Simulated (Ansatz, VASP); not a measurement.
## BaS in VASP and in Ansatz

INCAR

```
PREC = Accurate
ENCUT = 520
EDIFF = 1E-7
ISMEAR = -1
SIGMA = 0.05
LREAL = False
LASPH = True
NELM = 60
ALGO = Normal
ISIF = 2
LWAVE = False
LCHARG = False
GGA = PS
NBANDS = 15
```

File KPOINTS:

```
regular mesh
0
Gamma
  5 5 5
```

The input POSCAR:

```
BaS
1.0
    0.0000000000      3.1937500000      3.1937500000
    3.1937500000      0.0000000000      3.1937500000
    3.1937500000      3.1937500000      0.0000000000
Ba S
1 1
Direct
    0.0000000000      0.0000000000      0.0000000000
    0.5000000000      0.5000000000      0.5000000000
```

The input input.yaml:

```yaml
crystal:
  lattice:
    - [0.0, 3.19375, 3.19375]
    - [3.19375, 0.0, 3.19375]
    - [3.19375, 3.19375, 0.0]
  atoms:
    - { symbol: Ba, position: [0.0, 0.0, 0.0] }
    - { symbol: S, position: [0.5, 0.5, 0.5] }
kpoints:
  mp_grid: { grid: [5, 5, 5] }
  band_path:
    path:
      - [0.0, 0.0, 0.0]
      - [0.5, 0.0, 0.5]
      - [0.5, 0.25, 0.75]
      - [0.375, 0.375, 0.75]
      - [0.0, 0.0, 0.0]
      - [0.5, 0.5, 0.5]
      - [0.625, 0.25, 0.625]
      - [0.5, 0.25, 0.75]
    npoints: 10
scf:
  occupations: { method: fermi_dirac, width: 0.05 }
hamiltonian:
  xc: pbesol
  pseudopotentials: { kind: all_electron, lapw: { basis_error: 0.001 } }
output:
  forces: true
  stress: true
  eigenvalues: true
```

Alike in both runs: functional PBEsol; k mesh 5 × 5 × 5; occupations fermi-dirac, width 0.05 eV; no spin polarisation.

|  | VASP | Ansatz |
| --- | --- | --- |
| version | VASP 6.6.1 | Ansatz 0.2.0 |
| potentials or method | VASP PAW PBE potentials, release 64 (Ba_sv, S), cutoff 520 eV | all-electron LAPW, scalar-relativistic |
| task | single point | band structure |

VASP gave:

```
gap on the k mesh at the Fermi level (eV) : 2.10
least direct gap on the mesh (eV)         : 2.26
pressure (GPa)                            : -0.5
```

Question: What did Ansatz give for the same quantities?

Answer: gap on the k mesh at the Fermi level (eV): 2.19; least direct gap on the mesh (eV): 2.32; pressure (GPa): -1.1.

VASP's potentials were made for PBE, not for PBEsol. Ansatz ran all-electron here, and VASP with PAW potentials.

Neither program's run includes spin-orbit coupling.
